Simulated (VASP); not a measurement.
Write the native input for VASP 6.6.1 that does the following.

| Item | Value |
| --- | --- |
| Task | single point |
| Functional | PBE |
| Potentials or basis | VASP PAW PBE potentials, release 64 (Ti_sv, O) |
| Cutoff | 520 eV |
| k mesh | 5 × 5 × 5 |
| Occupations | fermi-dirac, width 0.05 eV |
| Spin | no spin polarisation |
| Dipole correction | no |
| Further INCAR settings | ALGO = Normal; EDIFF = 1e-06; NBANDS = 60 |

The structure of TiO2 lies in POSCAR:

```
TiO2
1.0
    4.6485166822      0.0000000000      0.0436596207
    0.0000000000      4.8628395412      0.0000000000
   -0.7883927843      0.0000000000      4.7521213371
Ti O
4 8
Direct
    0.2794113664      0.0484028819      0.2110177767
    0.7205886336      0.5484028819      0.2889822233
    0.7205886336      0.9515971181      0.7889822233
    0.2794113664      0.4515971181      0.7110177767
    0.0805429651      0.1377428168      0.8140309078
    0.9194570349      0.6377428168      0.6859690922
    0.9194570349      0.8622571832      0.1859690922
    0.0805429651      0.3622571832      0.3140309078
    0.4356597941      0.7628037448      0.4855987800
    0.5643402059      0.2628037448      0.0144012200
    0.5643402059      0.2371962552      0.5144012200
    0.4356597941      0.7371962552      0.9855987800
```

The input as run:

INCAR

```
PREC     = Accurate       # precision mode
ENCUT    = 520            # plane-wave cutoff, eV
EDIFF    = 1E-6           # SCF threshold, eV
ISMEAR   = -1             # smearing method
SIGMA    = 0.05           # smearing width, eV
LREAL    = False          # projectors in reciprocal space
LASPH    = True           # aspherical terms in the spheres
NELM     = 100            # most SCF steps
ALGO     = Normal         # electronic algorithm
ISIF     = 2              # what is computed and relaxed
LWAVE    = False          # write WAVECAR
LCHARG   = False          # write CHGCAR
GGA      = PE             # functional
NBANDS   = 60             # bands
```

KPOINTS

```
regular mesh
0
Gamma
  5 5 5
```

Potentials or basis: VASP PAW PBE potentials, release 64 (Ti_sv, O).

Run with:

```sh
$ cat potpaw_PBE.64/Ti_sv/POTCAR potpaw_PBE.64/O/POTCAR > POTCAR
$ mpirun -np 1 vasp_std > vasp.out
```

Results of the run:

The pressure is 21.0 GPa. The largest force is 0.041 eV/Å and the band gap on the k mesh is 2.29 eV, indirect (least direct gap 2.45 eV).

It took 11 min on 1 thread of AMD EPYC 7R13, with other jobs on the host, peak memory 0.29 GiB.
